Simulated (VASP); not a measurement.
# Cr (Fd-3m) in VASP: density of states with PBEsol

Aim: the density of states of Cr with PBEsol.

All numbers are computed with VASP 6.6.1; they aren't measurements. Logs are shortened: lines on timing, memory, paths and dates and some standing lists are left out, and cuts for length are marked.

## Step 1: The cell of the first run

The structure is cubic, space group Fd-3m (No. 227). The conventional cell has a = 3.692 Å, b = 3.692 Å, c = 3.692 Å, α = 90.00°, β = 90.00°, γ = 90.00°. Cr (site symmetry -43m) has 4 Cr at 1.60 Å within 2.1 Å.

## Step 2: Density of states, PBEsol, collinear spin, ferromagnetic start (volume scaled by 0.4)

The input, POSCAR:

```
Cr
1.0
    0.0000000000      1.8458146586      1.8458146586
    1.8458146586      0.0000000000      1.8458146586
    1.8458146586      1.8458146586      0.0000000000
Cr
2
Direct
   -0.1250000000     -0.1250000000     -0.1250000000
    0.1250000000      0.1250000000      0.1250000000
```

The input, INCAR.step1:

```
SYSTEM = Cr
  ALGO = Normal
  EDIFF = 1E-6
  ENCUT = 520
  GGA = PS
  ISIF = 2
  ISMEAR = -1
  ISPIN = 2
  LASPH = .True.
  LCHARG = .True.
  LMAXMIX = 4
  LREAL = .False.
  LWAVE = .False.
  MAGMOM = 2 2
  NBANDS = 23
  NELM = 150
  PREC = Accurate
  SIGMA = 0.08
```

The input, KPOINTS.step1:

```
k-points
0
Gamma
  14 14 14
  0 0 0
```

The input, INCAR.step2:

```
SYSTEM = Cr
  ALGO = Normal
  EDIFF = 1E-6
  ENCUT = 520
  GGA = PS
  ICHARG = 11
  ISIF = 2
  ISMEAR = -5
  ISPIN = 2
  LASPH = .True.
  LCHARG = .False.
  LMAXMIX = 4
  LORBIT = 10
  LREAL = .False.
  LWAVE = .False.
  MAGMOM = 2 2
  NEDOS = 2001
  NELM = 150
  PREC = Accurate
  SIGMA = 0.08
```

The input, KPOINTS.step2:

```
k-points
0
Gamma
  21 21 21
  0 0 0
```

Potentials or basis: VASP PAW PBE potentials, release 64 (Cr_pv).

On the command line:

```console
$ cat potpaw_PBE.64/Cr_pv/POTCAR > POTCAR
$ cp INCAR.step1 INCAR
$ cp KPOINTS.step1 KPOINTS
$ mpirun -np 1 vasp_std > vasp.out
$ cp INCAR.step2 INCAR
$ cp KPOINTS.step2 KPOINTS
$ mpirun -np 1 vasp_std > vasp.out
```

OUTCAR:

```text
SYSTEM = Cr
   EDIFF = 1E-6
   ENCUT = 520
   GGA = PS
   ICHARG = 11
   ISIF = 2
   ISMEAR = -5
   ISPIN = 2
   LASPH = .True.
   LORBIT = 10
   LREAL = .False.
   NELM = 150
   PREC = Accurate

 ion  position               nearest neighbor table
   1  0.875  0.875  0.875-   2 1.60   2 1.60   2 1.60   2 1.60   2 3.06   2 3.06   2 3.06   2 3.06
                             2 3.06   2 3.06   2 3.06   2 3.06   2 3.06   2 3.06   2 3.06   2 3.06
   2  0.125  0.125  0.125-   1 1.60   1 1.60   1 1.60   1 1.60   1 3.06   1 3.06   1 3.06   1 3.06
                             1 3.06   1 3.06   1 3.06   1 3.06   1 3.06   1 3.06   1 3.06   1 3.06

  LATTYP: Found a face centered cubic cell.
 ALAT       =     3.6916293172

  Lattice vectors:

 A1 = (   0.0000000000,   1.8458146586,   1.8458146586)
 A2 = (   1.8458146586,   0.0000000000,   1.8458146586)
 A3 = (   1.8458146586,   1.8458146586,   0.0000000000)

Analysis of symmetry for initial positions (statically):
=====================================================================
 Subroutine PRICEL returns:
 Original cell was already a primitive cell.

 Routine SETGRP: Setting up the symmetry group for a
 face centered cubic supercell.

 Subroutine GETGRP returns: Found 48 space group operations
 (whereof 12 operations were pure point group operations)
 out of a pool of 48 trial point group operations.

The static configuration has the point symmetry D_3d.
 The point group associated with its full space group is O_h .

Analysis of symmetry for dynamics (positions and initial velocities):
=====================================================================
 Subroutine PRICEL returns:
 Original cell was already a primitive cell.

 Routine SETGRP: Setting up the symmetry group for a
 face centered cubic supercell.

 Subroutine GETGRP returns: Found 48 space group operations
 (whereof 12 operations were pure point group operations)
 out of a pool of 48 trial point group operations.

The dynamic configuration has the point symmetry D_3d.
 The point group associated with its full space group is O_h .

Analysis of structural, dynamic, and magnetic symmetry:
=====================================================================
 Subroutine PRICEL returns:
 Original cell was already a primitive cell.

 Routine SETGRP: Setting up the symmetry group for a
 face centered cubic supercell.

 Subroutine GETGRP returns: Found 48 space group operations
 (whereof 12 operations were pure point group operations)
 out of a pool of 48 trial point group operations.

The overall configuration has the point symmetry D_3d.
 The point group associated with its full space group is O_h .

 Subroutine INISYM returns: Found 48 space group operations
 (whereof 12 operations are pure point group operations),
 and found     1 'primitive' translations

----------------------------------------------------------------------------------------

                                     Primitive cell

  volume of cell :      12.5775

  direct lattice vectors                    reciprocal lattice vectors
     0.000000000  1.845814659  1.845814659    -0.270883102  0.270883102  0.270883102
     1.845814659  0.000000000  1.845814659     0.270883102 -0.270883102  0.270883102
     1.845814659  1.845814659  0.000000000     0.270883102  0.270883102 -0.270883102

  length of vectors
     2.610376124  2.610376124  2.610376124     0.469183295  0.469183295  0.469183295

  position of ions in fractional coordinates (direct lattice)
     0.875000000  0.875000000  0.875000000
     0.125000000  0.125000000  0.125000000

  ion indices of the primitive-cell ions
   primitive index   ion index
                 1           1
                 2           2

----------------------------------------------------------------------------------------

 KPOINTS: k-points

Automatic generation of k-mesh.
 Grid dimensions read from file:
 generate k-points for:   21   21   21

 Generating k-lattice:

  Cartesian coordinates                     Fractional coordinates (reciprocal lattice)
    -0.012899195  0.012899195  0.012899195     0.047619048  0.000000000  0.000000000
     0.012899195 -0.012899195  0.012899195     0.000000000  0.047619048  0.000000000
     0.012899195  0.012899195 -0.012899195     0.000000000  0.000000000  0.047619048

  Length of vectors
     0.022342062  0.022342062  0.022342062

  Shift w.r.t. Gamma in fractional coordinates (k-lattice)
     0.000000000  0.000000000  0.000000000

 TETIRR: Found   1276 inequivalent tetrahedra from    55566

 Subroutine IBZKPT returns following result:
 ===========================================

 Found    286 irreducible k-points:

 Following reciprocal coordinates:
            Coordinates               Weight
  0.000000  0.000000  0.000000      1.000000
  0.047619  0.000000  0.000000      8.000000
  0.095238  0.000000  0.000000      8.000000
  0.142857  0.000000  0.000000      8.000000
  0.190476  0.000000  0.000000      8.000000
  0.238095  0.000000  0.000000      8.000000
[... 16 lines left out ...]
 -0.428571  0.047619  0.000000     24.000000
 -0.380952  0.047619  0.000000     24.000000
 [... further k-points ...]
   k-points           NKPTS =    286   k-points in BZ     NKDIM =    286   number of bands    NBANDS=     18
   number of dos      NEDOS =   2001   number of ions     NIONS =      2
   total plane-waves  NPLWV =   8000
   dimension x,y,z NGX =    20 NGY =   20 NGZ =   20
   dimension x,y,z NGXF=    40 NGYF=   40 NGZF=   40
   ions per type =               2
   NGX,Y,Z   is equivalent  to a cutoff of  12.74, 12.74, 12.74 a.u.
   NGXF,Y,Z  is equivalent  to a cutoff of  25.47, 25.47, 25.47 a.u.
 SYSTEM =  Cr
   PREC   = accura    normal or accurate (medium, high low for compatibility)
   ISTART =      0    job   : 0-new  1-cont  2-samecut
   ICHARG =     11    charge: 1-file 2-atom 10-const
   ISPIN  =      2    spin polarized calculation?
   LNONCOLLINEAR =      F non collinear calculations
   LSORBIT =      F    spin-orbit coupling
   LASPH  =      T    aspherical Exc in radial PAW
   ENCUT  =  520.0 eV  38.22 Ry    6.18 a.u.   4.85  4.85  4.85*2*pi/ulx,y,z
   NELM   =    150;   NELMIN=  2; NELMDL=  0     # of ELM steps
   EDIFF  = 0.1E-05   stopping-criterion for ELM
   LREAL  =      F    real-space projection
   EDIFFG = 0.1E-04   stopping-criterion for IOM
   NSW    =      0    number of steps for IOM
   IBRION =     -1    ionic relax: 0-MD 1-quasi-New 2-CG
   NFREE  =      0    steps in history (QN), initial steepest desc. (CG)
   ISIF   =      2    stress and relaxation
   ISYM   =      2    0-nonsym 1-usesym 2-fastsym
   POTIM  = 0.5000    time-step for ionic-motion
   TEBEG  =    0.0;   TEEND  =   0.0 temperature during run
   PSTRESS=    0.0 pullay stress
   NELECT =      24.0000    total number of electrons
   NUPDOWN=      -1.0000    fix difference up-down
   EMIN   =  10.00;   EMAX   =-10.00  energy-range for DOS
   EFERMI =   0.00;   METHOD = LEGACY
   ISMEAR =    -5;   SIGMA  =   0.08  broadening in eV -4-tet -1-fermi 0-gaus
   EFERMI_NEDOS =   21; number of points for ismear=-14 and -15
   IALGO  =     38    algorithm
   IMIX   =      4    mixing-type and parameters
     AMIX     =   0.40;   BMIX     =  1.00
     AMIX_MAG =   1.60;   BMIX_MAG =  1.00
  volume/ion in A,a.u.               =       6.29        42.44
  Fermi-wavevector in a.u.,A,eV,Ry     =   2.030551  3.837184 56.098669  4.123136
  Thomas-Fermi vector in A             =   3.038511
   LORBIT       =     10    0 simple, 1 ext, 2 COOP (PROOUT), +10 PAW based schemes
   GGA     = PS    functional components
   LHFCALC =     F    Hartree Fock is set to
   AEXX    =    0.0000 exact exchange contribution
   IVDW    =     0    specifies the selected vdW correction
   LEPSILON=     F    determine dielectric tensor
   LRPA    =     F    only Hartree local field effects (RPA)
 spin polarized calculation
 Fermi weights with tetrahedron method with Bloechl corrections
  energy-cutoff  :      520.00
  volume of cell :       12.58
 maximum number of plane-waves:       347

 number of electron      23.9999977 magnetization       0.0000492

 Free energy of the ion-electron system (eV)
  ---------------------------------------------------
  ext. energy  EPLUGINS =         0.00000000
  ---------------------------------------------------
  free energy    TOTEN  =         4.64577299 eV

  energy without entropy =        4.64577299  energy(sigma->0) =        4.64577299

 E-fermi :  22.6056     XC(G=0): -17.2963

 val. band max:       22.6755979820   @ k =  -0.3810   0.3810   0.0952
 cond. band min:      22.4843838594   @ k =  -0.2857   0.3333   0.0476
 fundamental gap:     -0.1912141226
 Fermi energy:        22.6055694145

 spin component 1

 k-point     1 :       0.0000    0.0000    0.0000
  band No.  band energies     occupation
      1     -25.0142      1.00000
      2     -25.0142      1.00000
      3     -25.0142      1.00000
      4     -19.1349      1.00000
      5     -19.1349      1.00000
      6     -19.1349      1.00000
[... 10 lines left out ...]
     17      30.1491      0.00000
     18      30.1491      0.00000
[... 463 lines left out ...]
 k-point    24 :      -0.3810    0.0476    0.0000
  band No.  band energies     occupation
      1     -26.1863      1.00000
      2     -25.8841      1.00000
      3     -25.3464      1.00000
      4     -18.1773      1.00000
      5     -17.9253      1.00000
      6     -17.5356      1.00000
[... 10 lines left out ...]
     17      29.5373      0.00000
     18      29.7023      0.00000

 [... further k-points ...]

 spin component 2

 k-point     1 :       0.0000    0.0000    0.0000
  band No.  band energies     occupation
      1     -25.0142      1.00000
      2     -25.0142      1.00000
      3     -25.0142      1.00000
      4     -19.1348      1.00000
      5     -19.1348      1.00000
      6     -19.1348      1.00000
[... 10 lines left out ...]
     17      30.1492      0.00000
     18      30.1492      0.00000
[... 463 lines left out ...]
 k-point    24 :      -0.3810    0.0476    0.0000
  band No.  band energies     occupation
      1     -26.1863      1.00000
      2     -25.8841      1.00000
      3     -25.3464      1.00000
      4     -18.1773      1.00000
      5     -17.9253      1.00000
      6     -17.5355      1.00000
[... 10 lines left out ...]
     17      29.5373      0.00000
     18      29.7004      0.00000

 [... further k-points ...]
[... 5 lines left out ...]
  --------------------------------------------------------------------------------------
  -------------------------------------------------------------------------------------
  Total       57.3117091     57.3117091     57.3117091     -0.0000000      0.0000000     -0.0000000
  in kB     7300.6188415   7300.6188415   7300.6188415     -0.0000000      0.0000000     -0.0000000
  external PRESSURE =    7300.6188415 kB  Pullay stress =       0.0000000 kB

 VOLUME and BASIS-vectors are now :
 -----------------------------------------------------------------------------
  energy-cutoff  :      520.00
  volume of cell :       12.58
      direct lattice vectors                 reciprocal lattice vectors
     0.000000000  1.845814659  1.845814659    -0.270883102  0.270883102  0.270883102
     1.845814659  0.000000000  1.845814659     0.270883102 -0.270883102  0.270883102
     1.845814659  1.845814659  0.000000000     0.270883102  0.270883102 -0.270883102

 POSITION                                       TOTAL-FORCE (eV/Angst)
 -----------------------------------------------------------------------------------
      3.23018      3.23018      3.23018         0.000000      0.000000      0.000000
      0.46145      0.46145      0.46145        -0.000000     -0.000000     -0.000000
 -----------------------------------------------------------------------------------
    total drift:                                0.000000      0.000000     -0.000000

  FREE ENERGIE OF THE ION-ELECTRON SYSTEM (eV)
  ---------------------------------------------------
  free  energy   TOTEN  =         4.6457729948 eV

  energy  without entropy=        4.6457729948  energy(sigma->0) =        4.64577299

 total charge

# of ion       s       p       d       tot
------------------------------------------
    1        0.601   6.832   6.762  14.195
    2        0.601   6.832   6.762  14.195
--------------------------------------------------
tot          1.202  13.665  13.524  28.390

 magnetization (x)

# of ion       s       p       d       tot
------------------------------------------
    1       -0.000  -0.000  -0.000  -0.000
    2       -0.000  -0.000  -0.000  -0.000
--------------------------------------------------
tot         -0.000  -0.000  -0.000  -0.000
```

It took 2.4 min on 1 thread of Intel Xeon Platinum 8259CL at 2.50GHz (Skylake/Cascade Lake), shared host; peak memory 0.21 GiB.

What came out:

```yaml
Net_moment: 0.00 μB per cell
```

Caveat: the starting moments collapsed, and a magnetic state may lie lower; the PAW data sets were made with another functional, which shifts forces and pressure a little; tetrahedron occupations give inexact forces and stress in metals.
